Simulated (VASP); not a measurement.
# MgO (Pm-3m) in VASP: a series of runs

Aim: see how the results for MgO move with the level of theory and the settings. Levels: r2SCAN, LDA. Tasks: single point.

Everything below comes from runs of VASP 6.6.1. Logs are shortened: lines on timing, memory, paths and dates and some standing lists are left out, and cuts for length are marked.

### Step 1. The cell of the first run

It takes space group Pm-3m (No. 221, cubic). Conventional cell: a = 2.623 Å, b = 2.623 Å, c = 2.623 Å, α = 90.00°, β = 90.00°, γ = 90.00°. Mg (site symmetry m-3m) has 8 O at 2.27 Å and 6 Mg at 2.62 Å within 3.0 Å. O (site symmetry m-3m) has 8 Mg at 2.27 Å and 6 O at 2.62 Å within 3.0 Å.

### Step 2. Single point, r2SCAN

POSCAR reads:

```
MgO
1.0
    2.6233491285      0.0000000000      0.0000000000
    0.0000000000      2.6233491285      0.0000000000
    0.0000000000      0.0000000000      2.6233491285
Mg O
1 1
Direct
    0.0000000000      0.0000000000      0.0000000000
    0.5000000000      0.5000000000      0.5000000000
```

INCAR.step1 reads:

```
SYSTEM = MgO
PREC = Accurate ; ENCUT = 920
ISMEAR = -1 ; SIGMA = 0.02
LREAL = .FALSE. ; LASPH = .TRUE.
NELM = 120 ; NBANDS = 15
GGA = PE ; ALGO = Normal
EDIFF = 1E-5 ; LWAVE = .TRUE.
LCHARG = .FALSE. ; GGA_COMPAT = .FALSE.
```

INCAR.step2 reads:

```
SYSTEM = MgO
PREC = Accurate ; ENCUT = 920
EDIFF = 1E-6 ; ISMEAR = -1
SIGMA = 0.02 ; LREAL = .FALSE.
LASPH = .TRUE. ; NELM = 120
ALGO = Normal ; ISIF = 2
LWAVE = .FALSE. ; LCHARG = .FALSE.
METAGGA = R2SCAN ; LMIXTAU = .TRUE.
NBANDS = 15 ; ISTART = 1
GGA_COMPAT = .FALSE.
```

KPOINTS reads:

```
regular mesh
0
G
  8 8 8
  0 0 0
```

Potentials or basis: VASP PAW PBE potentials, release 64 (Mg_sv, O).

Started as:

```bash
cat potpaw_PBE.64/Mg_sv/POTCAR potpaw_PBE.64/O/POTCAR > POTCAR
cp INCAR.step1 INCAR
mpirun -np 1 vasp_std > vasp.out
cp INCAR.step2 INCAR
mpirun -np 1 vasp_std > vasp.out
```

OUTCAR:

```text
SYSTEM = MgO
   PREC = Accurate
   ENCUT = 920
   EDIFF = 1E-6
   ISMEAR = -1
   LREAL = .FALSE.
   LASPH = .TRUE.
   NELM = 120
   ISIF = 2
   METAGGA = R2SCAN
   ISTART = 1

 ion  position               nearest neighbor table
   1  0.000  0.000  0.000-
   2  0.500  0.500  0.500-

  LATTYP: Found a simple cubic cell.
 ALAT       =     2.6233491285

  Lattice vectors:

 A1 = (   2.6233491285,   0.0000000000,   0.0000000000)
 A2 = (   0.0000000000,   2.6233491285,   0.0000000000)
 A3 = (   0.0000000000,   0.0000000000,   2.6233491285)

Analysis of symmetry for initial positions (statically):
=====================================================================
 Subroutine PRICEL returns:
 Original cell was already a primitive cell.

 Routine SETGRP: Setting up the symmetry group for a
 simple cubic supercell.

 Subroutine GETGRP returns: Found 48 space group operations
 (whereof 48 operations were pure point group operations)
 out of a pool of 48 trial point group operations.

The static configuration has the point symmetry O_h .

Analysis of symmetry for dynamics (positions and initial velocities):
=====================================================================
 Subroutine PRICEL returns:
 Original cell was already a primitive cell.

 Routine SETGRP: Setting up the symmetry group for a
 simple cubic supercell.

 Subroutine GETGRP returns: Found 48 space group operations
 (whereof 48 operations were pure point group operations)
 out of a pool of 48 trial point group operations.

The dynamic configuration has the point symmetry O_h .

 Subroutine INISYM returns: Found 48 space group operations
 (whereof 48 operations are pure point group operations),
 and found     1 'primitive' translations

----------------------------------------------------------------------------------------

                                     Primitive cell

  volume of cell :      18.0538

  direct lattice vectors                    reciprocal lattice vectors
     2.623349129  0.000000000  0.000000000     0.381192114  0.000000000  0.000000000
     0.000000000  2.623349129  0.000000000     0.000000000  0.381192114  0.000000000
     0.000000000  0.000000000  2.623349129     0.000000000  0.000000000  0.381192114

  length of vectors
     2.623349129  2.623349129  2.623349129     0.381192114  0.381192114  0.381192114

  position of ions in fractional coordinates (direct lattice)
     0.000000000  0.000000000  0.000000000
     0.500000000  0.500000000  0.500000000

  ion indices of the primitive-cell ions
   primitive index   ion index
                 1           1
                 2           2

----------------------------------------------------------------------------------------

 KPOINTS: regular mesh

Automatic generation of k-mesh.
 Grid dimensions read from file:
 generate k-points for:    8    8    8

 Generating k-lattice:

  Cartesian coordinates                     Fractional coordinates (reciprocal lattice)
     0.047649014  0.000000000  0.000000000     0.125000000  0.000000000  0.000000000
     0.000000000  0.047649014  0.000000000     0.000000000  0.125000000  0.000000000
     0.000000000  0.000000000  0.047649014     0.000000000  0.000000000  0.125000000

  Length of vectors
     0.047649014  0.047649014  0.047649014

  Shift w.r.t. Gamma in fractional coordinates (k-lattice)
     0.000000000  0.000000000  0.000000000

 Subroutine IBZKPT returns following result:
 ===========================================

 Found     35 irreducible k-points:

 Following reciprocal coordinates:
            Coordinates               Weight
  0.000000  0.000000  0.000000      1.000000
  0.125000  0.000000  0.000000      6.000000
  0.250000  0.000000  0.000000      6.000000
  0.375000  0.000000  0.000000      6.000000
  0.500000  0.000000  0.000000      3.000000
  0.125000  0.125000  0.000000     12.000000
[... 16 lines left out ...]
  0.375000  0.375000  0.125000     24.000000
  0.500000  0.375000  0.125000     24.000000
 [... further k-points ...]
   k-points           NKPTS =     35   k-points in BZ     NKDIM =     35   number of bands    NBANDS=     15
   number of dos      NEDOS =    301   number of ions     NIONS =      2
   total plane-waves  NPLWV =  21952
   dimension x,y,z NGX =    28 NGY =   28 NGZ =   28
   dimension x,y,z NGXF=    56 NGYF=   56 NGZF=   56
   ions per type =               1   1
   NGX,Y,Z   is equivalent  to a cutoff of  17.74, 17.74, 17.74 a.u.
   NGXF,Y,Z  is equivalent  to a cutoff of  35.49, 35.49, 35.49 a.u.
 SYSTEM =  MgO
   PREC   = accura    normal or accurate (medium, high low for compatibility)
   ISTART =      1    job   : 0-new  1-cont  2-samecut
   ICHARG =      0    charge: 1-file 2-atom 10-const
   ISPIN  =      1    spin polarized calculation?
   LNONCOLLINEAR =      F non collinear calculations
   LSORBIT =      F    spin-orbit coupling
   LASPH  =      T    aspherical Exc in radial PAW
   ENCUT  =  920.0 eV  67.62 Ry    8.22 a.u.   6.49  6.49  6.49*2*pi/ulx,y,z
   NELM   =    120;   NELMIN=  2; NELMDL=  0     # of ELM steps
   EDIFF  = 0.1E-05   stopping-criterion for ELM
   LREAL  =      F    real-space projection
   EDIFFG = 0.1E-04   stopping-criterion for IOM
   NSW    =      0    number of steps for IOM
   IBRION =     -1    ionic relax: 0-MD 1-quasi-New 2-CG
   NFREE  =      0    steps in history (QN), initial steepest desc. (CG)
   ISIF   =      2    stress and relaxation
   ISYM   =      2    0-nonsym 1-usesym 2-fastsym
   POTIM  = 0.5000    time-step for ionic-motion
   TEBEG  =    0.0;   TEEND  =   0.0 temperature during run
   PSTRESS=    0.0 pullay stress
   NELECT =      16.0000    total number of electrons
   NUPDOWN=      -1.0000    fix difference up-down
   EMIN   =  10.00;   EMAX   =-10.00  energy-range for DOS
   EFERMI =   0.00;   METHOD = LEGACY
   ISMEAR =    -1;   SIGMA  =   0.02  broadening in eV -4-tet -1-fermi 0-gaus
   EFERMI_NEDOS =   21; number of points for ismear=-14 and -15
   IALGO  =     38    algorithm
   IMIX   =      4    mixing-type and parameters
     AMIX     =   0.40;   BMIX     =  1.00
     AMIX_MAG =   1.60;   BMIX_MAG =  1.00
  volume/ion in A,a.u.               =       9.03        60.92
  Fermi-wavevector in a.u.,A,eV,Ry     =   1.572505  2.971604 33.644110  2.472772
  Thomas-Fermi vector in A             =   2.673929
   LORBIT       =      0    0 simple, 1 ext, 2 COOP (PROOUT), +10 PAW based schemes
   METAGGA = R2SCAN    functional components
   LHFCALC =     F    Hartree Fock is set to
   AEXX    =    0.0000 exact exchange contribution
   IVDW    =     0    specifies the selected vdW correction
   LEPSILON=     F    determine dielectric tensor
   LRPA    =     F    only Hartree local field effects (RPA)
 non-spin polarized calculation
  energy-cutoff  :      920.00
  volume of cell :       18.05
 maximum number of plane-waves:      1189
 NGX is ok and might be reduce to    28
   NGX = 13   NGY = 13   NGZ = 13

 number of electron      15.9999997 magnetization

 Free energy of the ion-electron system (eV)
  ---------------------------------------------------
  ext. energy  EPLUGINS =         0.00000000
  ---------------------------------------------------
  free energy    TOTEN  =       -14.54027908 eV

  energy without entropy =      -14.54027908  energy(sigma->0) =      -14.54027908

 E-fermi :   5.0060     XC(G=0): -12.3491

 val. band max:        4.5382844548   @ k =   0.5000   0.5000   0.0000
 cond. band min:       8.0550284307   @ k =   0.0000   0.0000   0.0000
 fundamental gap:      3.5167439758
 Fermi energy:         5.0059655652

 k-point     1 :       0.0000    0.0000    0.0000
  band No.  band energies     occupation
      1     -73.0727      2.00000
      2     -38.1256      2.00000
      3     -38.1256      2.00000
      4     -38.1256      2.00000
      5     -15.0315      2.00000
      6       3.4843      2.00000
      7       3.4843      2.00000
      8       3.4843      2.00000
      9       8.0550      0.00000
     10      16.0275      0.00000
     11      16.0275      0.00000
     12      26.5763      0.00000
     13      26.5763      0.00000
     14      26.5763      0.00000
     15      33.6711      0.00000

 k-point     2 :       0.1250    0.0000    0.0000
  band No.  band energies     occupation
      1     -73.0706      2.00000
      2     -38.1450      2.00000
      3     -38.1238      2.00000
      4     -38.1238      2.00000
      5     -14.8750      2.00000
      6       2.3000      2.00000
      7       3.5490      2.00000
      8       3.5490      2.00000
      9       8.9024      0.00000
     10      16.3666      0.00000
     11      16.3738      0.00000
     12      26.2431      0.00000
     13      26.2431      0.00000
     14      26.8540      0.00000
     15      32.3272      0.00000

 k-point     3 :       0.2500    0.0000    0.0000
  band No.  band energies     occupation
      1     -73.0661      2.00000
      2     -38.1916      2.00000
      3     -38.1196      2.00000
      4     -38.1196      2.00000
      5     -14.4673      2.00000
      6       0.2382      2.00000
      7       3.7101      2.00000
      8       3.7101      2.00000
      9      10.3407      0.00000
     10      16.5983      0.00000
     11      17.3736      0.00000
     12      25.3203      0.00000
     13      25.3203      0.00000
     14      28.3776      0.00000
     15      28.8688      0.00000
[... 343 lines left out ...]
 k-point    23 :       0.3750    0.3750    0.1250
  band No.  band energies     occupation
      1     -73.0493      2.00000
      2     -38.2190      2.00000
      3     -38.2163      2.00000
      4     -38.1231      2.00000
      5     -13.1203      2.00000
      6      -0.1009      2.00000
      7       0.2518      2.00000
      8       3.6575      2.00000
      9      12.1267      0.00000
     10      15.8897      0.00000
     11      17.2684      0.00000
     12      21.3502      0.00000
     13      24.4262      0.00000
     14      25.3402      0.00000
     15      30.5560      0.00000

 k-point    24 :       0.5000    0.3750    0.1250
  band No.  band energies     occupation
      1     -73.0475      2.00000
      2     -38.2354      2.00000
      3     -38.2147      2.00000
      4     -38.1214      2.00000
      5     -12.9679      2.00000
      6      -0.4627      2.00000
      7       0.3517      2.00000
      8       3.7689      2.00000
      9      11.5235      0.00000
     10      16.5023      0.00000
     11      17.0171      0.00000
     12      20.8410      0.00000
     13      24.7287      0.00000
     14      25.1257      0.00000
     15      29.8550      0.00000

 [... further k-points ...]
[... 5 lines left out ...]
  --------------------------------------------------------------------------------------
  -------------------------------------------------------------------------------------
  Total        0.0753152      0.0753152      0.0753152     -0.0000000     -0.0000000     -0.0000000
  in kB        6.6838221      6.6838221      6.6838221     -0.0000000     -0.0000000     -0.0000000
  external PRESSURE =       6.6838221 kB  Pullay stress =       0.0000000 kB

 VOLUME and BASIS-vectors are now :
 -----------------------------------------------------------------------------
  energy-cutoff  :      920.00
  volume of cell :       18.05
      direct lattice vectors                 reciprocal lattice vectors
     2.623349129  0.000000000  0.000000000     0.381192114  0.000000000  0.000000000
     0.000000000  2.623349129  0.000000000     0.000000000  0.381192114  0.000000000
     0.000000000  0.000000000  2.623349129     0.000000000  0.000000000  0.381192114

 POSITION                                       TOTAL-FORCE (eV/Angst)
 -----------------------------------------------------------------------------------
      0.00000      0.00000      0.00000         0.000000      0.000000      0.000000
      1.31167      1.31167      1.31167         0.000000      0.000000      0.000000
 -----------------------------------------------------------------------------------
    total drift:                               -0.000000      0.000000      0.000000

  FREE ENERGIE OF THE ION-ELECTRON SYSTEM (eV)
  ---------------------------------------------------
  free  energy   TOTEN  =       -14.5402790751 eV

  energy  without entropy=      -14.5402790751  energy(sigma->0) =      -14.54027908
```

It took 38 s on 1 thread of Intel Xeon 6975P-C (Granite Rapids), shared host; peak memory 0.16 GiB.

Results:

```yaml
Free_energy: -14.5403 eV
Pressure: 0.7 GPa
Band_gap_on_the_k_mesh: 3.52 eV (least direct gap 4.57 eV)
```

Caveat: the structure was generated, so it needn't be the stable form of MgO; the PAW data sets were made with another functional, which shifts forces and pressure a little. A k mesh can miss the band edges.

### Step 3. Single point, LDA

This run uses another cell than the first one, of 8.77 Å³/atom.

INCAR reads:

```
PREC = Accurate
ENCUT = 840
EDIFF = 1E-6
ISMEAR = -1
SIGMA = 0.02
LREAL = F
LASPH = T
NELM = 120
ALGO = Normal
ISIF = 2
LWAVE = F
LCHARG = F
GGA = CA
NBANDS = 15
GGA_COMPAT = F
```

KPOINTS reads:

```
Automatic mesh
0
Gamma
  8 8 8
```

POSCAR reads:

```
MgO
1.0
    2.5982572841      0.0000000000      0.0000000000
    0.0000000000      2.5982572841      0.0000000000
    0.0000000000      0.0000000000      2.5982572841
Mg O
1 1
Direct
    0.0000000000      0.0000000000      0.0000000000
    0.5000000000      0.5000000000      0.5000000000
```

Potentials or basis: VASP PAW LDA potentials, release 64 (Mg_sv, O).

Started as:

```bash
cat potpaw_LDA.64/Mg_sv/POTCAR potpaw_LDA.64/O/POTCAR > POTCAR
mpirun -np 1 vasp_std > vasp.out
```

OUTCAR:

```text
PREC = Accurate
   ENCUT = 840
   EDIFF = 1E-6
   ISMEAR = -1
   LREAL = F
   LASPH = T
   NELM = 120
   ISIF = 2
   GGA = CA

 ion  position               nearest neighbor table
   1  0.000  0.000  0.000-
   2  0.500  0.500  0.500-

  LATTYP: Found a simple cubic cell.
 ALAT       =     2.5982572841

  Lattice vectors:

 A1 = (   2.5982572841,   0.0000000000,   0.0000000000)
[... 605 lines left out ...]
      6      -0.3597      2.00000
      7       0.4985      2.00000
      8       3.9961      2.00000
      9      10.7089      0.00000
     10      15.7105      0.00000
     11      16.1392      0.00000
     12      20.0124      0.00000
     13      23.7236      0.00000
     14      24.1207      0.00000
     15      28.5910      0.00000

 [... further k-points ...]
[... 5 lines left out ...]
  --------------------------------------------------------------------------------------
  -------------------------------------------------------------------------------------
  Total        0.0376174      0.0376174      0.0376174      0.0000000      0.0000000      0.0000000
  in kB        3.4359955      3.4359955      3.4359955      0.0000000      0.0000000      0.0000000
  external PRESSURE =       3.4359955 kB  Pullay stress =       0.0000000 kB

 VOLUME and BASIS-vectors are now :
 -----------------------------------------------------------------------------
  energy-cutoff  :      840.00
  volume of cell :       17.54
      direct lattice vectors                 reciprocal lattice vectors
     2.598257284  0.000000000  0.000000000     0.384873356  0.000000000  0.000000000
     0.000000000  2.598257284  0.000000000     0.000000000  0.384873356  0.000000000
     0.000000000  0.000000000  2.598257284     0.000000000  0.000000000  0.384873356

 POSITION                                       TOTAL-FORCE (eV/Angst)
 -----------------------------------------------------------------------------------
      0.00000      0.00000      0.00000         0.000000      0.000000      0.000000
      1.29913      1.29913      1.29913         0.000000      0.000000      0.000000
 -----------------------------------------------------------------------------------
    total drift:                               -0.000000      0.000000      0.000000

  FREE ENERGIE OF THE ION-ELECTRON SYSTEM (eV)
  ---------------------------------------------------
  free  energy   TOTEN  =       -11.7309778533 eV

  energy  without entropy=      -11.7309778533  energy(sigma->0) =      -11.73097785
```

Run time: 14 s. Hardware: 1 thread of Intel Xeon Platinum 8259CL at 2.50GHz (Skylake/Cascade Lake), shared host; peak memory 0.14 GiB.

Results:

- Free energy: -11.7310 eV
- Pressure: 0.3 GPa
- Band gap on the k mesh: 2.86 eV (least direct gap 3.93 eV)

Caveat: the structure was generated, so it needn't be the stable form of MgO. A k mesh can miss the band edges.
